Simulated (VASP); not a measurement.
# Ag6HAu6 (a cell with a defect) in VASP: notebook

Runs on Ag6HAu6 (a cell with a defect). Level: LDA. Tasks: single point.

All numbers are computed with VASP 6.6.1; they aren't measurements. Logs are shortened: lines on timing, memory, paths and dates and some standing lists are left out, and cuts for length are marked.

### 1 The cell of the first run

The cell holds a defect, 13 atoms: a = 5.870 Å, b = 8.806 Å, c = 4.697 Å, α = 90.00°, β = 90.00°, γ = 120.00°.

### 2 Single point, LDA

Contents of INCAR:

```
ALGO = Normal
EDIFF = 1E-6
ENCUT = 520
ISIF = 2
ISMEAR = -1
LASPH = True
LCHARG = False
LREAL = False
LWAVE = False
NBANDS = 78
NELM = 60
PREC = Accurate
SIGMA = 0.05
```

Contents of KPOINTS:

```
k-points
0
Gamma
  3 2 3
```

Contents of POSCAR:

```
Ag6HAu6
1.0
    5.8703330000      0.0000000000      0.0000000000
   -4.4027500000      7.6257870000      0.0000000000
    0.0000000000      0.0000000000      4.6969050000
Ag Au H
6 6 1
Direct
    0.0292863462      0.0263972755      0.5010746438
    0.0079125049      0.3243993046      0.4912170887
    0.0224730111      0.6496903205      0.4259400605
    0.4876012778      0.0062419787      0.5154245189
    0.5085255924      0.3445152612      0.4572798470
    0.5841382546      0.7076908914      0.5169787339
    0.3281875255      0.1100607714      0.0007877528
    0.3406606934      0.4319554165     -0.0351720974
    0.2962996177      0.7192044572     -0.0432625314
    0.8249547669      0.1208924403      0.0325959329
    0.8113393820      0.4338044060     -0.0846301980
    0.8182986024      0.8101721173      0.0294662123
    0.1749670683      0.8665072864      0.9949743501
```

Potentials or basis: VASP PAW LDA potentials, release 64 (Ag, Au, H).

Command:

```
$ cat potpaw_LDA.64/Ag/POTCAR potpaw_LDA.64/Au/POTCAR potpaw_LDA.64/H/POTCAR > POTCAR
$ mpirun -np 1 vasp_std > vasp.out
```

OUTCAR:

```text
EDIFF = 1E-6
   ENCUT = 520
   ISIF = 2
   ISMEAR = -1
   LASPH = True
   LREAL = False
   NELM = 60
   PREC = Accurate

 ion  position               nearest neighbor table
   1  0.029  0.026  0.501-   2 2.69   6 2.72  12 2.78   4 2.78   7 2.80   7 2.80   5 2.81  10 2.82
                            12 2.99  10 3.06   4 3.10   3 3.32
   2  0.008  0.324  0.491-  10 2.66   1 2.69  11 2.71   8 2.79   3 2.84   5 2.86   4 2.94  10 2.98
                             8 3.00   5 3.03  11 3.27   6 3.38
   3  0.022  0.650  0.426-   9 2.61   2 2.84  11 2.84   9 2.86   5 2.87   6 2.89  11 2.92  12 2.93
                             4 2.99   6 3.10   1 3.32
   4  0.488  0.006  0.515-   1 2.78   7 2.79  10 2.84   7 2.90   5 2.93   2 2.94   6 2.95  10 2.97
                             3 2.99   9 3.02   1 3.10   9 3.42
   5  0.509  0.345  0.457-  11 2.65   8 2.77   7 2.79   1 2.81   8 2.83   2 2.86   3 2.87   4 2.93
                            11 2.98   6 3.01   2 3.03   7 3.12
   6  0.584  0.708  0.517-  12 2.59  12 2.69   9 2.70   1 2.72   3 2.89   4 2.95   8 2.98   5 3.01
                             3 3.10   9 3.16   8 3.35   2 3.38
   7  0.328  0.110  0.001-  13 1.87   4 2.79   5 2.79   1 2.80   1 2.80   8 2.80  12 2.84  11 2.87
                            10 2.87   4 2.90  10 3.01   5 3.12   9 3.36
   8  0.341  0.432  0.965-   9 2.67  11 2.76   5 2.77   2 2.79   7 2.80   5 2.83  10 2.91   6 2.98
                             2 3.00  12 3.12  11 3.12   6 3.35
   9  0.296  0.719  0.957-  13 1.77   3 2.61   8 2.67   6 2.70  11 2.70  12 2.77   3 2.86   4 3.02
                             6 3.16  12 3.30   7 3.36  10 3.36   4 3.42
  10  0.825  0.121  0.033-   2 2.66  12 2.72   1 2.82   4 2.84  11 2.85   7 2.87   8 2.91   4 2.97
                             2 2.98   7 3.01   1 3.06   9 3.36
  11  0.811  0.434  0.915-   5 2.65   9 2.70   2 2.71   8 2.76   3 2.84  10 2.85   7 2.87   3 2.92
                             5 2.98   8 3.12   2 3.27  12 3.34
  12  0.818  0.810  0.029-  13 1.90   6 2.59   6 2.69  10 2.72   9 2.77   1 2.78   7 2.84   3 2.93
                             1 2.99   8 3.12   9 3.30  11 3.34
  13  0.175  0.867  0.995-   9 1.77   7 1.87  12 1.90

  LATTYP: Found a simple monoclinic cell.
 ALAT       =     5.8703330000
 B/A-ratio  =     0.8001087843
 C/A-ratio  =     1.3228757713
 COS(beta)  =    -0.1889821878

  Lattice vectors:

 A1 = (   5.8703330000,   0.0000000000,   0.0000000000)
 A2 = (   0.0000000000,   0.0000000000,   4.6969050000)
 A3 = (  -1.4675830000,  -7.6257870000,   0.0000000000)

Analysis of symmetry for initial positions (statically):
=====================================================================
 Subroutine PRICEL returns:
 Original cell was already a primitive cell.

 Routine SETGRP: Setting up the symmetry group for a
 simple monoclinic supercell.

 Subroutine GETGRP returns: Found  1 space group operations
 (whereof  1 operations were pure point group operations)
 out of a pool of  4 trial point group operations.

The static configuration has the point symmetry C_1 .

Analysis of symmetry for dynamics (positions and initial velocities):
=====================================================================
 Subroutine PRICEL returns:
 Original cell was already a primitive cell.

 Routine SETGRP: Setting up the symmetry group for a
 simple monoclinic supercell.

 Subroutine GETGRP returns: Found  1 space group operations
 (whereof  1 operations were pure point group operations)
 out of a pool of  4 trial point group operations.

The dynamic configuration has the point symmetry C_1 .

 Subroutine INISYM returns: Found  1 space group operations
 (whereof  1 operations are pure point group operations),
 and found     1 'primitive' translations

----------------------------------------------------------------------------------------

                                     Primitive cell

  volume of cell :     210.2612

  direct lattice vectors                    reciprocal lattice vectors
     5.870333000  0.000000000  0.000000000     0.170348088  0.098350510  0.000000000
    -4.402750000  7.625787000  0.000000000     0.000000000  0.131134006  0.000000000
     0.000000000  0.000000000  4.696905000     0.000000000  0.000000000  0.212906158

  length of vectors
     5.870333000  8.805500266  4.696905000     0.196701026  0.131134006  0.212906158

  position of ions in fractional coordinates (direct lattice)
     0.029286346  0.026397276  0.501074644
     0.007912505  0.324399305  0.491217089
     0.022473011  0.649690320  0.425940060
     0.487601278  0.006241979  0.515424519
     0.508525592  0.344515261  0.457279847
     0.584138255  0.707690891  0.516978734
     0.328187525  0.110060771  0.000787753
     0.340660693  0.431955417  0.964827903
     0.296299618  0.719204457  0.956737469
     0.824954767  0.120892440  0.032595933
     0.811339382  0.433804406  0.915369802
     0.818298602  0.810172117  0.029466212
     0.174967068  0.866507286  0.994974350

  ion indices of the primitive-cell ions
[... 32 lines left out ...]

  Shift w.r.t. Gamma in fractional coordinates (k-lattice)
     0.000000000  0.000000000  0.000000000

 -----------------------------------------------------------------------------
|                                                                             |
|           W    W    AA    RRRRR   N    N  II  N    N   GGGG   !!!           |
|           W    W   A  A   R    R  NN   N  II  NN   N  G    G  !!!           |
|           W    W  A    A  R    R  N N  N  II  N N  N  G       !!!           |
|           W WW W  AAAAAA  RRRRR   N  N N  II  N  N N  G  GGG   !            |
|           WW  WW  A    A  R   R   N   NN  II  N   NN  G    G                |
|           W    W  A    A  R    R  N    N  II  N    N   GGGG   !!!           |
|                                                                             |
|     Your reciprocal lattice and k-lattice belong to different lattice       |
|     classes:                                                                |
|                                                                             |
|        The reciprocal lattice is simple monoclinic,                         |
|        whereas your k-lattice is hexagonal.                                 |
|                                                                             |
|     Results are often still useful ...                                      |
|                                                                             |
 -----------------------------------------------------------------------------

 Subroutine IBZKPT returns following result:
 ===========================================

 Found     10 irreducible k-points:

 Following reciprocal coordinates:
            Coordinates               Weight
  0.000000  0.000000  0.000000      1.000000
  0.333333  0.000000  0.000000      2.000000
  0.000000  0.500000  0.000000      1.000000
  0.333333  0.500000  0.000000      2.000000
  0.000000  0.000000  0.333333      2.000000
  0.333333  0.000000  0.333333      2.000000
 -0.333333 -0.000000  0.333333      2.000000
  0.000000  0.500000  0.333333      2.000000
  0.333333  0.500000  0.333333      2.000000
 -0.333333  0.500000  0.333333      2.000000
   k-points           NKPTS =     10   k-points in BZ     NKDIM =     10   number of bands    NBANDS=     78
   number of dos      NEDOS =    301   number of ions     NIONS =     13
   total plane-waves  NPLWV = 120960
   dimension x,y,z NGX =    48 NGY =   70 NGZ =   36
   dimension x,y,z NGXF=    96 NGYF=  140 NGZF=   72
   ions per type =               6   6   1
   NGX,Y,Z   is equivalent  to a cutoff of  13.59, 13.22, 12.74 a.u.
   NGXF,Y,Z  is equivalent  to a cutoff of  27.19, 26.43, 25.48 a.u.
 SYSTEM =  unknown system
   PREC   = accura    normal or accurate (medium, high low for compatibility)
   ISTART =      0    job   : 0-new  1-cont  2-samecut
   ICHARG =      2    charge: 1-file 2-atom 10-const
   ISPIN  =      1    spin polarized calculation?
   LNONCOLLINEAR =      F non collinear calculations
   LSORBIT =      F    spin-orbit coupling
   LASPH  =      T    aspherical Exc in radial PAW
   ENCUT  =  520.0 eV  38.22 Ry    6.18 a.u.  10.91 16.37  8.73*2*pi/ulx,y,z
   NELM   =     60;   NELMIN=  2; NELMDL= -5     # of ELM steps
   EDIFF  = 0.1E-05   stopping-criterion for ELM
   LREAL  =      F    real-space projection
   EDIFFG = 0.1E-04   stopping-criterion for IOM
   NSW    =      0    number of steps for IOM
   IBRION =     -1    ionic relax: 0-MD 1-quasi-New 2-CG
   NFREE  =      0    steps in history (QN), initial steepest desc. (CG)
   ISIF   =      2    stress and relaxation
   ISYM   =      2    0-nonsym 1-usesym 2-fastsym
   POTIM  = 0.5000    time-step for ionic-motion
   TEBEG  =    0.0;   TEEND  =   0.0 temperature during run
   PSTRESS=    0.0 pullay stress
   NELECT =     133.0000    total number of electrons
   NUPDOWN=      -1.0000    fix difference up-down
   EMIN   =  10.00;   EMAX   =-10.00  energy-range for DOS
   EFERMI =   0.00;   METHOD = LEGACY
   ISMEAR =    -1;   SIGMA  =   0.05  broadening in eV -4-tet -1-fermi 0-gaus
   EFERMI_NEDOS =   21; number of points for ismear=-14 and -15
   IALGO  =     38    algorithm
   IMIX   =      4    mixing-type and parameters
     AMIX     =   0.40;   BMIX     =  1.00
     AMIX_MAG =   1.60;   BMIX_MAG =  1.00
  volume/ion in A,a.u.               =      16.17       109.15
  Fermi-wavevector in a.u.,A,eV,Ry     =   1.405311  2.655652 26.870116  1.974898
  Thomas-Fermi vector in A             =   2.527785
   LORBIT       =      0    0 simple, 1 ext, 2 COOP (PROOUT), +10 PAW based schemes
   GGA     = CA    functional components
   LHFCALC =     F    Hartree Fock is set to
   AEXX    =    0.0000 exact exchange contribution
   IVDW    =     0    specifies the selected vdW correction
   LEPSILON=     F    determine dielectric tensor
   LRPA    =     F    only Hartree local field effects (RPA)
 non-spin polarized calculation
  energy-cutoff  :      520.00
  volume of cell :      210.26
 maximum number of plane-waves:      5668
 NGX is ok and might be reduce to    48
   NGX = 21   NGY = 33   NGZ = 17

 number of electron     133.0000008 magnetization

 Free energy of the ion-electron system (eV)
  ---------------------------------------------------
  ext. energy  EPLUGINS =         0.00000000
  ---------------------------------------------------
  free energy    TOTEN  =       -50.89510558 eV

  energy without entropy =      -50.84362602  energy(sigma->0) =      -50.86936580

 E-fermi :   8.3309     XC(G=0): -12.6425

 val. band max:        8.3204045821   @ k =   0.0000   0.5000   0.0000
 cond. band min:       8.3342878319   @ k =   0.0000   0.0000   0.3333
 fundamental gap:      0.0138832498
 Fermi energy:         8.3309472916

 k-point     1 :       0.0000    0.0000    0.0000
  band No.  band energies     occupation
      1      -1.1281      2.00000
      2       0.7158      2.00000
      3       1.4711      2.00000
      4       1.6894      2.00000
      5       1.8517      2.00000
      6       2.0440      2.00000
[... 799 lines left out ...]
     77      15.2247      0.00000
     78      15.3724      0.00000

------------------------ aborting loop because EDIFF is reached ----------------------------------------

  FORCE on cell =-STRESS in cart. coord.  units (eV):
  Direction    XX          YY          ZZ          XY          YZ          ZX
  --------------------------------------------------------------------------------------
  -------------------------------------------------------------------------------------
  Total       -0.3607740     -1.2405546      0.2906005      0.2265928      1.3159950     -1.7485067
  in kB       -2.7490755     -9.4529479      2.2143576      1.7266226     10.0277991    -13.3235117
  external PRESSURE =      -3.3292219 kB  Pullay stress =       0.0000000 kB

 VOLUME and BASIS-vectors are now :
 -----------------------------------------------------------------------------
  energy-cutoff  :      520.00
  volume of cell :      210.26
      direct lattice vectors                 reciprocal lattice vectors
     5.870333000  0.000000000  0.000000000     0.170348088  0.098350510  0.000000000
    -4.402750000  7.625787000  0.000000000     0.000000000  0.131134006  0.000000000
     0.000000000  0.000000000  4.696905000     0.000000000  0.000000000  0.212906158

 POSITION                                       TOTAL-FORCE (eV/Angst)
 -----------------------------------------------------------------------------------
      0.05570      0.20130      2.35350        -0.100563     -0.149598      0.441587
     -1.38180      2.47380      2.30720        -0.137564      0.566867     -0.100707
     -2.72850      4.95440      2.00060        -0.350170     -0.022294      0.657531
      2.83490      0.04760      2.42090         0.520062     -0.130332     -0.005057
      1.46840      2.62720      2.14780         0.078185      0.026193     -0.351218
      0.31330      5.39670      2.42820        -0.571277     -0.938252      0.017834
      1.44200      0.83930      0.00370         0.244221      0.214502     -0.158858
      0.09800      3.29400      4.53170        -0.061517      0.106562      0.148320
     -1.42710      5.48450      4.49370         0.334351      0.573768     -0.353671
      4.31050      0.92190      0.15310        -0.337730     -0.063681     -0.575462
      2.85290      3.30810      4.29940        -0.008189     -0.055251      0.904058
      1.23670      6.17820      0.13840         0.539897     -0.262240     -0.652816
     -2.78790      6.60780      4.67330        -0.149706      0.133756      0.028458
 -----------------------------------------------------------------------------------
    total drift:                                0.000147     -0.000021     -0.000269

  FREE ENERGIE OF THE ION-ELECTRON SYSTEM (eV)
  ---------------------------------------------------
  free  energy   TOTEN  =       -50.8951055818 eV

  energy  without entropy=      -50.8436260196  energy(sigma->0) =      -50.86936580
```

Run time: 3.4 min. Hardware: 1 thread of Intel Xeon 6975P-C, shared host; peak memory 0.34 GiB.

Results:

```yaml
Free_energy: -50.8951 eV
Pressure: -0.3 GPa
Largest_force: 1.099 eV/Å
```

Forces on the atoms (eV/Å):
```
Ag  -0.101 -0.150  0.442
Ag  -0.138  0.567 -0.101
Ag  -0.350 -0.022  0.658
Ag   0.520 -0.130 -0.005
Ag   0.078  0.026 -0.351
Ag  -0.571 -0.938  0.018
Au   0.244  0.215 -0.159
Au  -0.062  0.107  0.148
Au   0.334  0.574 -0.354
Au  -0.338 -0.064 -0.575
Au  -0.008 -0.055  0.904
Au   0.540 -0.262 -0.653
H   -0.150  0.134  0.028
```

Stress tensor (GPa, compression positive):
```
-0.27  0.17 -1.33
 0.17 -0.95  1.00
-1.33  1.00  0.22
```

Caveat: the k points lie up to 0.45 Å⁻¹ apart; spin-orbit coupling is left out, which moves the levels of the heavy elements.

(Continued in part 2 of 2.)
